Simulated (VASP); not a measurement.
A run of VASP 6.6.1 is set up as follows.

File INCAR:

```
SYSTEM = MoS2
ALGO     = Normal         ! electronic algorithm
EDIFF    = 1E-6           ! SCF threshold, eV
ENCUT    = 520            ! plane-wave cutoff, eV
GGA      = PS             ! functional
ISIF     = 2              ! what is computed and relaxed
ISMEAR   = -1             ! smearing method
LASPH    = .True.         ! aspherical terms in the spheres
LCHARG   = .True.         ! write CHGCAR
LELF     = .True.         ! ELF
LREAL    = .False.        ! projectors in reciprocal space
LVHAR    = .True.       
LWAVE    = .False.        ! write WAVECAR
NBANDS   = 49             ! bands
NELM     = 60             ! most SCF steps
PREC     = Accurate       ! precision mode
SIGMA    = 0.05           ! smearing width, eV
```

File KPOINTS:

```
k-points
0
Gamma
  10 10 1
  0 0 0
```

POSCAR

```
MoS2
1.0
    3.1407400528      0.0000000000      0.0000000000
   -1.5703700264      2.7199606724      0.0000000000
    0.0000000000      0.0000000000     28.0138638039
Mo S
3 6
Direct
    0.3333333333      0.6666666667      0.2244448284
    0.3333333333      0.6666666667      0.7755551716
    0.6666666667      0.3333333333      0.0000000000
    0.6666666667      0.3333333333      0.1687799666
    0.6666666667      0.3333333333      0.7199403978
    0.3333333333      0.6666666667      0.9443398173
    0.6666666667      0.3333333333      0.2800596022
    0.6666666667      0.3333333333      0.8312200334
    0.3333333333      0.6666666667      0.0556601827
```

Potentials or basis: VASP PAW PBE potentials, release 64 (Mo_sv, S).

Launch:

```sh
$ cat potpaw_PBE.64/Mo_sv/POTCAR potpaw_PBE.64/S/POTCAR > POTCAR
$ mpirun -np 1 vasp_std > vasp.out
```

Task: What does it give for the band gap on the k mesh?

Result: 1.25 eV (least direct gap 2.00 eV).

Task: What does it give for the largest force?

Result: 0.004 eV/Å.

Forces in eV/Å, atoms in the order of the input:
```
Mo   0.000  0.000  0.001
Mo   0.000  0.000 -0.001
Mo   0.000  0.000  0.000
S    0.000  0.000 -0.003
S    0.000  0.000 -0.004
S    0.000  0.000 -0.001
S    0.000  0.000  0.004
S    0.000  0.000  0.003
S    0.000  0.000  0.001
```

Caveat: the PAW data sets were made with another functional, which shifts forces and pressure a little.
